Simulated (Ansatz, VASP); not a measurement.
## One calculation of Pt, two programs

File INCAR:

```
SYSTEM = Pt
PREC = Accurate ; ENCUT = 500
EDIFF = 1E-6 ; ISMEAR = -1
SIGMA = 0.05 ; LREAL = .FALSE.
LASPH = .TRUE. ; NELM = 120
ALGO = Normal ; ISIF = 2
LWAVE = .FALSE. ; LCHARG = .FALSE.
GGA = PE ; NBANDS = 11
GGA_COMPAT = .FALSE.
```

Contents of KPOINTS:

```
regular mesh
0
G
  12 12 12
  0 0 0
```

The input POSCAR:

```
Pt
1.0
   -1.5735873306      1.5735873306      1.5735873306
    1.5735873306     -1.5735873306      1.5735873306
    1.5735873306      1.5735873306     -1.5735873306
Pt
1
Direct
    0.0000000000      0.0000000000      0.0000000000
```

Contents of input.yaml:

```yaml
crystal:
  lattice:
    - [-1.5735873306, 1.5735873306, 1.5735873306]
    - [1.5735873306, -1.5735873306, 1.5735873306]
    - [1.5735873306, 1.5735873306, -1.5735873306]
  atoms:
    - { symbol: Pt, position: [0.0, 0.0, 0.0] }
hamiltonian:
  xc: pbe
  pseudopotentials: { kind: paw, azcp: { folder: soft_1 } }
kpoints:
  mp_grid: { grid: [12, 12, 12] }
scf:
  occupations: { method: fermi_dirac, width: 0.05 }
output:
  forces: true
  stress: true
  eigenvalues: true
  write_density: true
  write_potential: true
  elf: true
  volumetric_format: npy
```

Alike in both runs: task single point; functional PBE; k mesh 12 × 12 × 12; occupations fermi-dirac, width 0.05 eV; no spin polarisation.

|  | VASP | Ansatz |
| --- | --- | --- |
| version | VASP 6.6.1 | Ansatz 0.2.0 |
| potentials or method | VASP PAW PBE potentials, release 64 (Pt) | Ansatz PAW soft_1 |
| plane-wave cutoff (eV) | 500 | 420 |
| valence electrons in the cell | 10 | 18 |

```csv
,VASP,Ansatz,Ansatz less VASP
gap on the k mesh at the Fermi level (eV),none,none,-
pressure (GPa),3.2,3.6,+0.44
```

A gap of «none» marks a metal or a gap that the smearing closes. VASP's potentials hold 10 valence electrons a cell and Ansatz's 18, so a difference there can come from the potentials and not from the codes.

Neither program's run includes spin-orbit coupling.
